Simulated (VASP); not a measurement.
Crystal: I.

```
CELL_PARAMETERS angstrom
4.51541 0.00000 0.00000
-2.25771 3.91046 0.00000
0.00000 0.00000 2.92890
ATOMIC_POSITIONS crystal
I 0.00000 0.00000 0.00000
```

| Property | Result |
| --- | --- |
| Program | VASP 6.6.1 |
| Task | relaxation of cell and atoms |
| Functional | PBE |
| Potentials or basis | VASP PAW PBE potentials, release 64 (I) |
| Cutoff | 600 eV |
| k mesh | 12 × 12 × 14 |
| Occupations | gaussian, width 0.1 eV |
| Spin | no spin polarisation |

At the start: pressure 0.4 GPa; volume 51.72 Å³/atom.

Task: How do energy, volume and symmetry change on relaxing?

Result: Over 11 steps the energy falls by 12.6 meV/atom and the volume is 46.71 Å³/atom (-9.7 %); space group P6/mmm (No. 191, to 0.05 Å).

The path:
```
step  energy change (eV)  largest force (eV/Å)  pressure (GPa)  volume (Å³)
   1              0.0000                0.0000            0.44        51.72
   2              0.0013                0.0000           -1.01        52.77
   3             -0.0051                0.0000           -0.29        52.21
   4             -0.0064                0.0000           -0.27        51.63
   5             -0.0097                0.0000           -0.22        49.93
   6             -0.0126                0.0000           -0.01        46.60
   7             -0.0126                0.0000           -0.04        46.97
   8             -0.0126                0.0000           -0.04        46.87
   9             -0.0126                0.0000           -0.02        46.74
  10             -0.0125                0.0000            0.13        46.63
  11             -0.0126                0.0000            0.01        46.71
```

Final structure:
```cif
data_structure
_symmetry_space_group_name_H-M 'P 1'
_symmetry_Int_Tables_number 1
_cell_length_a 4.2615
_cell_length_b 4.2615
_cell_length_c 2.9701
_cell_angle_alpha 90.000
_cell_angle_beta 90.000
_cell_angle_gamma 120.000
_cell_volume 46.71
loop_
_atom_site_label
_atom_site_type_symbol
_atom_site_fract_x
_atom_site_fract_y
_atom_site_fract_z
_atom_site_occupancy
I1 I 0.00000 0.00000 0.00000 1
```

Caveat: an odd number of electrons without spin polarisation forces a metal; a magnetic or distorted state may lie lower.
